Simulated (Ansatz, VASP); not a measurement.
**Rb: VASP beside Ansatz**

```
CELL_PARAMETERS angstrom
0.00000 3.71127 3.71127
3.71127 0.00000 3.71127
3.71127 3.71127 0.00000
ATOMIC_POSITIONS crystal
Rb 0.00000 0.00000 0.00000
```

Alike in both runs: task single point; functional r2SCAN; k mesh 6 × 6 × 6; occupations gaussian, width 0.15 eV; no spin polarisation.

```csv
,VASP,Ansatz
version,VASP 6.6.1,Ansatz 0.2.0
potentials or method,"VASP PAW PBE potentials, release 64 (Rb_sv), cutoff 520 eV","plane waves, PAW"
valence electrons in the cell,9,9
```

```tsv
	VASP	Ansatz	Ansatz less VASP
pressure (GPa)	-0.1	-0.1	0.00
```

VASP's potentials were made for PBE, not for r2SCAN.
